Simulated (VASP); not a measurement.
# InP in VASP: single point with PBEsol

Aim: the single point of InP with PBEsol.

All numbers are computed with VASP 6.6.1; they aren't measurements. Logs are shortened: lines on timing, memory, paths and dates and some standing lists are left out, and cuts for length are marked.

## (1) The cell of the first run

The cell holds a wire or tube with vacuum around it, 16 atoms: a = 16.700 Å, b = 17.500 Å, c = 3.895 Å, α = 90.00°, β = 90.00°, γ = 90.00°.

## (2) Single point, PBEsol

File INCAR:

```
SYSTEM = InP
ALGO = Normal
EDIFF = 1E-6
ENCUT = 520
GGA = PS
ISIF = 2
ISMEAR = 0
LASPH = .TRUE.
LCHARG = .TRUE.
LELF = .TRUE.
LREAL = Auto
LVHAR = .TRUE.
LWAVE = .FALSE.
NBANDS = 86
NELM = 100
PREC = Accurate
SIGMA = 0.05
```

File KPOINTS:

```
k-points
0
G
  1 1 14
  0 0 0
```

File POSCAR:

```
InP
1.0
   16.7000000000      0.0000000000      0.0000000000
    0.0000000000     17.5000000000      0.0000000000
    0.0000000000      0.0000000000      3.8952980365
In P
8 8
Direct
    0.5000000000      0.6415105510      0.0000000000
    0.5000000000      0.3070946235      0.0000000000
    0.3866646778      0.7720337295      0.5000000000
    0.3477585437      0.3615786470      0.5000000000
    0.6133353222      0.7720337295      0.5000000000
    0.6522414563      0.3615786470      0.5000000000
    0.3604667305      0.5193870417      0.0000000000
    0.6395332695      0.5193870417      0.0000000000
    0.6190937462      0.6156219187      0.5000000000
    0.5690164244      0.2310342150      0.5000000000
    0.2652674744      0.4075282727      0.0000000000
    0.7347325256      0.4075282727      0.0000000000
    0.5000000000      0.7882915493      0.0000000000
    0.5000000000      0.4487356271      0.0000000000
    0.3809062538      0.6156219187      0.5000000000
    0.4309835756      0.2310342150      0.5000000000
```

Potentials or basis: VASP PAW PBE potentials, release 64 (In_d, P).

The run is started by

```
cat potpaw_PBE.64/In_d/POTCAR potpaw_PBE.64/P/POTCAR > POTCAR
mpirun -np 1 vasp_std > vasp.out
```

OUTCAR:

```text
SYSTEM = InP
   EDIFF = 1E-6
   ENCUT = 520
   GGA = PS
   ISIF = 2
   ISMEAR = 0
   LASPH = .TRUE.
   LREAL = Auto
   NELM = 100
   PREC = Accurate

 ion  position               nearest neighbor table
   1  0.500  0.642  0.000-  13 2.57   9 2.82  15 2.82   9 2.82  15 2.82   8 3.16   7 3.16  14 3.37
                             3 3.55   5 3.55   3 3.55   5 3.55
   2  0.500  0.307  0.000-  14 2.48  10 2.63  16 2.63  10 2.63  16 2.63   4 3.34   6 3.34   6 3.34
                             4 3.34
   3  0.387  0.772  0.500-  13 2.73  13 2.73  15 2.74   1 3.55   1 3.55   5 3.79
   4  0.348  0.362  0.500-  11 2.52  11 2.52  16 2.67   2 3.34   2 3.34   7 3.39   7 3.39
   5  0.613  0.772  0.500-  13 2.73  13 2.73   9 2.74   1 3.55   1 3.55   3 3.79
   6  0.652  0.362  0.500-  12 2.52  12 2.52  10 2.67   2 3.34   2 3.34   8 3.39   8 3.39
   7  0.360  0.519  0.000-  11 2.52  15 2.60  15 2.60  14 2.64   1 3.16   4 3.39   4 3.39
   8  0.640  0.519  0.000-  12 2.52   9 2.60   9 2.60  14 2.64   1 3.16   6 3.39   6 3.39
   9  0.619  0.616  0.500-   8 2.60   8 2.60   5 2.74   1 2.82   1 2.82
  10  0.569  0.231  0.500-  16 2.31   2 2.63   2 2.63   6 2.67
  11  0.265  0.408  0.000-   4 2.52   4 2.52   7 2.52
  12  0.735  0.408  0.000-   6 2.52   6 2.52   8 2.52
  13  0.500  0.788  0.000-   1 2.57   3 2.73   5 2.73   3 2.73   5 2.73
  14  0.500  0.449  0.000-   2 2.48   7 2.64   8 2.64   1 3.37
  15  0.381  0.616  0.500-   7 2.60   7 2.60   3 2.74   1 2.82   1 2.82
  16  0.431  0.231  0.500-  10 2.31   2 2.63   2 2.63   4 2.67

  LATTYP: Found a simple orthorhombic cell.
 ALAT       =     3.8952980365
 B/A-ratio  =     4.2872200904
 C/A-ratio  =     4.4925959031

  Lattice vectors:

 A1 = (   0.0000000000,   0.0000000000,   3.8952980365)
 A2 = (  16.7000000000,   0.0000000000,   0.0000000000)
 A3 = (   0.0000000000,  17.5000000000,   0.0000000000)

Analysis of symmetry for initial positions (statically):
=====================================================================
 Subroutine PRICEL returns:
 Original cell was already a primitive cell.

 Routine SETGRP: Setting up the symmetry group for a
 simple orthorhombic supercell.

 Subroutine GETGRP returns: Found  4 space group operations
 (whereof  4 operations were pure point group operations)
 out of a pool of  8 trial point group operations.

The static configuration has the point symmetry C_2v.

Analysis of symmetry for dynamics (positions and initial velocities):
=====================================================================
 Subroutine PRICEL returns:
 Original cell was already a primitive cell.

 Routine SETGRP: Setting up the symmetry group for a
 simple orthorhombic supercell.

 Subroutine GETGRP returns: Found  4 space group operations
 (whereof  4 operations were pure point group operations)
 out of a pool of  8 trial point group operations.

The dynamic configuration has the point symmetry C_2v.

 Subroutine INISYM returns: Found  4 space group operations
 (whereof  4 operations are pure point group operations),
 and found     1 'primitive' translations

----------------------------------------------------------------------------------------

                                     Primitive cell

  volume of cell :    1138.4009

  direct lattice vectors                    reciprocal lattice vectors
    16.700000000  0.000000000  0.000000000     0.059880240  0.000000000  0.000000000
     0.000000000 17.500000000  0.000000000     0.000000000  0.057142857  0.000000000
     0.000000000  0.000000000  3.895298036     0.000000000  0.000000000  0.256719766

  length of vectors
    16.700000000 17.500000000  3.895298036     0.059880240  0.057142857  0.256719766

  position of ions in fractional coordinates (direct lattice)
     0.500000000  0.641510551  0.000000000
     0.500000000  0.307094623  0.000000000
     0.386664678  0.772033730  0.500000000
     0.347758544  0.361578647  0.500000000
     0.613335322  0.772033730  0.500000000
     0.652241456  0.361578647  0.500000000
[... 8 lines left out ...]
     0.380906254  0.615621919  0.500000000
     0.430983576  0.231034215  0.500000000

  ion indices of the primitive-cell ions
   primitive index   ion index
                 1           1
                 2           2
                 3           3
                 4           4
                 5           5
                 6           6
[... 8 lines left out ...]
                15          15
                16          16

----------------------------------------------------------------------------------------

 KPOINTS: k-points

Automatic generation of k-mesh.
 Grid dimensions read from file:
 generate k-points for:    1    1   14

 Generating k-lattice:

  Cartesian coordinates                     Fractional coordinates (reciprocal lattice)
     0.059880240  0.000000000  0.000000000     1.000000000  0.000000000  0.000000000
     0.000000000  0.057142857  0.000000000     0.000000000  1.000000000  0.000000000
     0.000000000  0.000000000  0.018337126     0.000000000  0.000000000  0.071428571

  Length of vectors
     0.059880240  0.057142857  0.018337126

  Shift w.r.t. Gamma in fractional coordinates (k-lattice)
     0.000000000  0.000000000  0.000000000

 Subroutine IBZKPT returns following result:
 ===========================================

 Found      8 irreducible k-points:

 Following reciprocal coordinates:
            Coordinates               Weight
  0.000000  0.000000  0.000000      1.000000
  0.000000  0.000000  0.071429      2.000000
  0.000000  0.000000  0.142857      2.000000
  0.000000  0.000000  0.214286      2.000000
  0.000000  0.000000  0.285714      2.000000
  0.000000  0.000000  0.357143      2.000000
  0.000000  0.000000  0.428571      2.000000
  0.000000  0.000000  0.500000      1.000000
   k-points           NKPTS =      8   k-points in BZ     NKDIM =      8   number of bands    NBANDS=     86
   number of dos      NEDOS =    301   number of ions     NIONS =     16
   total plane-waves  NPLWV = 529200
   dimension x,y,z NGX =   126 NGY =  140 NGZ =   30
   dimension x,y,z NGXF=   252 NGYF=  280 NGZF=   60
   ions per type =               8   8
   NGX,Y,Z   is equivalent  to a cutoff of  12.54, 13.30, 12.80 a.u.
   NGXF,Y,Z  is equivalent  to a cutoff of  25.09, 26.60, 25.61 a.u.
 SYSTEM =  InP
   PREC   = accura    normal or accurate (medium, high low for compatibility)
   ISTART =      0    job   : 0-new  1-cont  2-samecut
   ICHARG =      2    charge: 1-file 2-atom 10-const
   ISPIN  =      1    spin polarized calculation?
   LNONCOLLINEAR =      F non collinear calculations
   LSORBIT =      F    spin-orbit coupling
   LASPH  =      T    aspherical Exc in radial PAW
   ENCUT  =  520.0 eV  38.22 Ry    6.18 a.u.  31.05 32.54  7.24*2*pi/ulx,y,z
   NELM   =    100;   NELMIN=  2; NELMDL= -5     # of ELM steps
   EDIFF  = 0.1E-05   stopping-criterion for ELM
   LREAL  =      T    real-space projection
   EDIFFG = 0.1E-04   stopping-criterion for IOM
   NSW    =      0    number of steps for IOM
   IBRION =     -1    ionic relax: 0-MD 1-quasi-New 2-CG
   NFREE  =      0    steps in history (QN), initial steepest desc. (CG)
   ISIF   =      2    stress and relaxation
   ISYM   =      2    0-nonsym 1-usesym 2-fastsym
   POTIM  = 0.5000    time-step for ionic-motion
   TEBEG  =    0.0;   TEEND  =   0.0 temperature during run
   PSTRESS=    0.0 pullay stress
   NELECT =     144.0000    total number of electrons
   NUPDOWN=      -1.0000    fix difference up-down
   EMIN   =  10.00;   EMAX   =-10.00  energy-range for DOS
   EFERMI =   0.00;   METHOD = LEGACY
   ISMEAR =     0;   SIGMA  =   0.05  broadening in eV -4-tet -1-fermi 0-gaus
   EFERMI_NEDOS =   21; number of points for ismear=-14 and -15
   IALGO  =     38    algorithm
   IMIX   =      4    mixing-type and parameters
     AMIX     =   0.40;   BMIX     =  1.00
     AMIX_MAG =   1.60;   BMIX_MAG =  1.00
  volume/ion in A,a.u.               =      71.15       480.14
  Fermi-wavevector in a.u.,A,eV,Ry     =   0.821796  1.552969  9.188672  0.675348
  Thomas-Fermi vector in A             =   1.933018
   LORBIT       =      0    0 simple, 1 ext, 2 COOP (PROOUT), +10 PAW based schemes
   GGA     = PS    functional components
   LHFCALC =     F    Hartree Fock is set to
   AEXX    =    0.0000 exact exchange contribution
   IVDW    =     0    specifies the selected vdW correction
   LEPSILON=     F    determine dielectric tensor
   LRPA    =     F    only Hartree local field effects (RPA)
 non-spin polarized calculation
 Gauss-broadening in eV      SIGMA  =   0.05
  energy-cutoff  :      520.00
  volume of cell :     1138.40
 maximum number of plane-waves:     30726
 NGX is ok and might be reduce to   126
   NGX = 63   NGY = 65   NGZ = 15

 number of electron     143.9999991 magnetization

 Free energy of the ion-electron system (eV)
  ---------------------------------------------------
  ext. energy  EPLUGINS =         0.00000000
  ---------------------------------------------------
  free energy    TOTEN  =       -64.94819080 eV

  energy without entropy =      -64.94169061  energy(sigma->0) =      -64.94494071

 E-fermi :  -0.9951     XC(G=0):  -4.0752

 val. band max:       -1.0237408698   @ k =   0.0000   0.0000   0.4286
 cond. band min:      -0.9600289916   @ k =   0.0000   0.0000   0.0714
 fundamental gap:      0.0637118782
 Fermi energy:        -0.9950558322

 k-point     1 :       0.0000    0.0000    0.0000
  band No.  band energies     occupation
      1     -16.0492      2.00000
      2     -15.8897      2.00000
      3     -15.8760      2.00000
      4     -15.8536      2.00000
      5     -15.8455      2.00000
      6     -15.8328      2.00000
[... 76 lines left out ...]
     83       1.8678      0.00000
     84       2.0422      0.00000

 k-point     2 :       0.0000    0.0000    0.0714
  band No.  band energies     occupation
      1     -16.0459      2.00000
      2     -15.8901      2.00000
      3     -15.8898      2.00000
      4     -15.8542      2.00000
      5     -15.8439      2.00000
      6     -15.8298      2.00000
[... 511 lines left out ...]
     83       1.8710      0.00000
     84       1.9005      0.00000

 k-point     8 :       0.0000    0.0000    0.5000
  band No.  band energies     occupation
      1     -16.1045      2.00000
      2     -15.9913      2.00000
      3     -15.8904      2.00000
      4     -15.8631      2.00000
      5     -15.8480      2.00000
      6     -15.8326      2.00000
[... 76 lines left out ...]
     83       1.8050      0.00000
     84       2.1019      0.00000
 [bands above 84 left out]

------------------------ aborting loop because EDIFF is reached ----------------------------------------

  FORCE on cell =-STRESS in cart. coord.  units (eV):
  Direction    XX          YY          ZZ          XY          YZ          ZX
  --------------------------------------------------------------------------------------
  -------------------------------------------------------------------------------------
  Total       -0.0945761     -0.0665569     -0.1254256      0.0000000      0.0000000      0.0000000
  in kB       -0.1331057     -0.0936717     -0.1765231      0.0000000      0.0000000      0.0000000
  external PRESSURE =      -0.1344335 kB  Pullay stress =       0.0000000 kB

 VOLUME and BASIS-vectors are now :
 -----------------------------------------------------------------------------
  energy-cutoff  :      520.00
  volume of cell :     1138.40
      direct lattice vectors                 reciprocal lattice vectors
    16.700000000  0.000000000  0.000000000     0.059880240  0.000000000  0.000000000
     0.000000000 17.500000000  0.000000000     0.000000000  0.057142857  0.000000000
     0.000000000  0.000000000  3.895298036     0.000000000  0.000000000  0.256719766

 POSITION                                       TOTAL-FORCE (eV/Angst)
 -----------------------------------------------------------------------------------
      8.35000     11.22643      0.00000         0.000000      0.010034     -0.000000
      8.35000      5.37416      0.00000         0.000000     -0.008367     -0.000000
      6.45730     13.51059      1.94765        -0.005053     -0.001204     -0.000000
      5.80757      6.32763      1.94765        -0.018609      0.011127     -0.000000
     10.24270     13.51059      1.94765         0.005053     -0.001204      0.000000
     10.89243      6.32763      1.94765         0.018609      0.011127      0.000000
[... 8 lines left out ...]
      6.36113     10.77338      1.94765        -0.001515      0.000316     -0.000000
      7.19743      4.04310      1.94765         0.015972      0.003582     -0.000000
 -----------------------------------------------------------------------------------
    total drift:                                0.000000      0.028862      0.000002

  FREE ENERGIE OF THE ION-ELECTRON SYSTEM (eV)
  ---------------------------------------------------
  free  energy   TOTEN  =       -64.9481907979 eV

  energy  without entropy=      -64.9416906146  energy(sigma->0) =      -64.94494071
```

It took 42 min on 1 thread of Intel Xeon Platinum 8488C (Sapphire Rapids), shared host; peak memory 1.3 GiB.

Results:

- Free energy: -64.9482 eV
- Largest force: 0.022 eV/Å
- Band gap on the k mesh: zero (bands 72 and 73 overlap by 0.72 eV)

Forces in eV/Å, atoms in the order of the input:
```
In   0.000  0.010  0.000
In   0.000 -0.008  0.000
In  -0.005 -0.001  0.000
In  -0.019  0.011  0.000
In   0.005 -0.001  0.000
In   0.019  0.011  0.000
In   0.006 -0.006  0.000
In  -0.006 -0.006  0.000
P    0.002  0.000  0.000
P   -0.016  0.004  0.000
P    0.011 -0.004  0.000
P   -0.011 -0.004  0.000
P    0.000  0.004  0.000
P    0.000 -0.013  0.000
P   -0.002  0.000  0.000
P    0.016  0.004  0.000
```

Caveat: the PAW data sets were made with another functional, which shifts forces and pressure a little; spin-orbit coupling is left out, which moves the levels of the heavy elements.

The gap in the log of VASP goes by the Fermi energy; the results here count the filled bands.